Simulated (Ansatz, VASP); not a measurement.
**One calculation of Cd4Te, two programs**

INCAR

```
SYSTEM = Cd4Te
PREC = Accurate
ENCUT = 600
EDIFF = 1E-6
ISMEAR = 0
SIGMA = 0.1
LREAL = .False.
LASPH = .True.
NELM = 80
ALGO = Normal
ISIF = 3
LWAVE = .False.
LCHARG = .False.
GGA = PE
IBRION = 2
NSW = 90
EDIFFG = -0.04
```

Contents of KPOINTS:

```
Automatic mesh
0
Gamma
  4 4 4
  0 0 0
```

Contents of POSCAR:

```
Cd4Te
1.0
    0.0000000000      4.2442024300      4.2442024300
    4.2442024300      0.0000000000      4.2442024300
    4.2442024300      4.2442024300      0.0000000000
Cd Te
4 1
Direct
    0.3448297200      0.3448297200      0.3448297200
    0.3448297200      0.3448297200      0.9655108500
    0.3448297200      0.9655108500      0.3448297200
    0.9655108500      0.3448297200      0.3448297200
    0.7500000000      0.7500000000      0.7500000000
```

Input for Ansatz:

```yaml
crystal:
  lattice:
    - [0.0, 4.24420243, 4.24420243]
    - [4.24420243, 0.0, 4.24420243]
    - [4.24420243, 4.24420243, 0.0]
  atoms:
    - { symbol: Cd, position: [0.34482972, 0.34482972, 0.34482972] }
    - { symbol: Cd, position: [0.34482972, 0.34482972, 0.96551085] }
    - { symbol: Cd, position: [0.34482972, 0.96551085, 0.34482972] }
    - { symbol: Cd, position: [0.96551085, 0.34482972, 0.34482972] }
    - { symbol: Te, position: [0.75, 0.75, 0.75] }
basis:
  ecutwfc: 420
kpoints:
  mp_grid: { grid: [4, 4, 4] }
hamiltonian:
  xc: pbe
scf:
  occupations: { method: gaussian, width: 0.1 }
  lower_state_search: "off"
output:
  forces: true
  stress: true
  eigenvalues: true
relax:
  adjacent_minimum: "off"
  f_tol: 0.04
  max_steps: 70
  cell: { stress_tol: 0.4 }
```

Alike in both runs: task relaxation of cell and atoms; functional PBE; k mesh 4 × 4 × 4; occupations gaussian, width 0.1 eV; no spin polarisation.

```csv
,VASP,Ansatz
version,VASP 6.6.1,Ansatz 0.2.0
potentials or method,"VASP PAW PBE potentials, release 64 (Cd, Te), cutoff 600 eV","scalar-relativistic, plane waves, PAW"
valence electrons in the cell,54,96
```

|  | VASP | Ansatz | Ansatz less VASP |
| --- | --- | --- | --- |
| gap on the k mesh at the Fermi level, each at its own relaxed structure (eV) | none | none | - |
| relaxed volume (Å³/atom) | 30.65 | 30.35 | -0.296 |
| relaxed cell length with the largest relative difference (Å) | 6.006 | 5.987 | -0.0194 |

A gap of «none» marks a metal or a gap that the smearing closes. VASP's potentials hold 54 valence electrons a cell and Ansatz's 96, so a difference there can come from the potentials and not from the codes.

Neither program's run includes spin-orbit coupling.
